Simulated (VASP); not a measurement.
Set up this calculation in VASP 6.6.1, as the native input.

```yaml
Task: single point
Functional: PBEsol
Potentials_or_basis: VASP PAW PBE potentials, release 64 (Hf_pv, N)
Cutoff: 520 eV
k_mesh: 12 × 12 × 12
Occupations: gaussian, width 0.05 eV
Spin: no spin polarisation
Dipole_correction: no
Further_INCAR_settings: ALGO = Normal; EDIFF = 1e-07; NBANDS = 14
```

The structure of HfN lies in POSCAR:

```
HfN
1.0
    2.8064667313      0.0000000000      0.0000000000
    0.0000000000      2.8064667313      0.0000000000
    0.0000000000      0.0000000000      2.8064667313
Hf N
1 1
Direct
    0.0000000000      0.0000000000      0.0000000000
    0.5000000000      0.5000000000      0.5000000000
```

The input as run:

INCAR

```
SYSTEM = HfN
PREC     = Accurate       ! precision mode
ENCUT    = 520            ! plane-wave cutoff, eV
EDIFF    = 1E-7           ! SCF threshold, eV
ISMEAR   = 0              ! smearing method
SIGMA    = 0.05           ! smearing width, eV
LREAL    = .FALSE.        ! projectors in reciprocal space
LASPH    = .TRUE.         ! aspherical terms in the spheres
NELM     = 60             ! most SCF steps
ALGO     = Normal         ! electronic algorithm
ISIF     = 2              ! what is computed and relaxed
LWAVE    = .FALSE.        ! write WAVECAR
LCHARG   = .FALSE.        ! write CHGCAR
GGA      = PS             ! functional
NBANDS   = 14             ! bands
```

KPOINTS

```
regular mesh
0
G
  12 12 12
  0 0 0
```

Potentials or basis: VASP PAW PBE potentials, release 64 (Hf_pv, N).

Run with:

```sh
$ cat potpaw_PBE.64/Hf_pv/POTCAR potpaw_PBE.64/N/POTCAR > POTCAR
$ mpirun -np 1 vasp_std > vasp.out
```

It gave:

| Item | Value |
| --- | --- |
| Pressure | -6.7 GPa |

Caveat: the PAW data sets were made with another functional, which shifts forces and pressure a little.

Run time: 29 s on 1 thread of Intel Xeon 8259CL, on a shared host, peak memory 0.16 GiB.
